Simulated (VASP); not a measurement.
Input of a VASP 6.6.1 run:

The input INCAR:

```
SYSTEM = GaN
PREC = Accurate
ENCUT = 600
EDIFF = 1E-6
ISMEAR = -1
SIGMA = 0.05
LREAL = .False.
LASPH = .True.
NELM = 100
ALGO = Normal
ISIF = 3
LWAVE = .False.
LCHARG = .False.
GGA = RP
IVDW = 13
IBRION = 2
NSW = 60
EDIFFG = -0.01
```

The input KPOINTS:

```
regular mesh
0
Gamma
  11 11 11
  0 0 0
```

POSCAR

```
GaN
1.0
    0.0000000000      2.1352350000      2.1352350000
    2.1352350000      0.0000000000      2.1352350000
    2.1352350000      2.1352350000      0.0000000000
Ga N
1 1
Direct
    0.0000000000      0.0000000000      0.0000000000
    0.5000000000      0.5000000000      0.5000000000
```

Potentials or basis: VASP PAW PBE potentials, release 64 (Ga_d, N).

The run is started by

```console
$ cat potpaw_PBE.64/Ga_d/POTCAR potpaw_PBE.64/N/POTCAR > POTCAR
$ mpirun -np 1 vasp_std > vasp.out
```

**Question.** Estimate the relaxed cell.

**Answer.** a = 2.970 Å, b = 2.970 Å, c = 2.970 Å, α = 60.00°, β = 60.00°, γ = 60.00°.

**Question.** Predict the band gap on the k mesh.

**Answer.** 0.95 eV, indirect (least direct gap 3.00 eV).

Final structure:
```cif
data_structure
_symmetry_space_group_name_H-M 'P 1'
_symmetry_Int_Tables_number 1
_cell_length_a 2.9704
_cell_length_b 2.9704
_cell_length_c 2.9704
_cell_angle_alpha 60.000
_cell_angle_beta 60.000
_cell_angle_gamma 60.000
_cell_volume 18.53
loop_
_atom_site_label
_atom_site_type_symbol
_atom_site_fract_x
_atom_site_fract_y
_atom_site_fract_z
_atom_site_occupancy
Ga1 Ga 0.00000 0.00000 0.00000 1
N1 N 0.50000 0.50000 0.50000 1
```

 A k mesh can miss the band edges.
